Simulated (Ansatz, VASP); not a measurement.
**Two plane-wave programs on Pt**

```
CELL_PARAMETERS angstrom
2.73297 0.00000 0.00000
-1.36648 2.36682 0.00000
0.00000 0.00000 4.83683
ATOMIC_POSITIONS crystal
Pt 0.66667 0.33333 0.75000
Pt 0.33333 0.66667 0.25000
```

Change from the starting cell: strain +0.000 along x and y, +0.015 along z, atoms carried along.

Alike in both runs: task single point; functional r2SCAN; k mesh 24 × 24 × 12; occupations gaussian, width 0.15 eV; no spin polarisation.

|  | VASP | Ansatz |
| --- | --- | --- |
| version | VASP 6.6.1 | Ansatz 0.2.0 |
| potentials or method | VASP PAW PBE potentials, release 64 (Pt), cutoff 520 eV | scalar-relativistic, plane waves, PAW |
| valence electrons in the cell | 20 | 36 |

|  | VASP | Ansatz | Ansatz less VASP |
| --- | --- | --- | --- |
| gap on the k mesh at the Fermi level (eV) | none | none | - |
| pressure (GPa) | -2.6 | -3.2 | -0.61 |
| traceless stress, the component that is largest in VASP (GPa) | -2.33 | -2.05 | +0.274 |

VASP's potentials were made for PBE, not for r2SCAN. A gap of «none» marks a metal or a gap that the smearing closes. With one functional, cell and mesh, what is left measures potentials, basis and numerics. VASP's potentials hold 20 valence electrons a cell and Ansatz's 36, so a difference there can come from the potentials and not from the codes.

Neither program's run includes spin-orbit coupling.
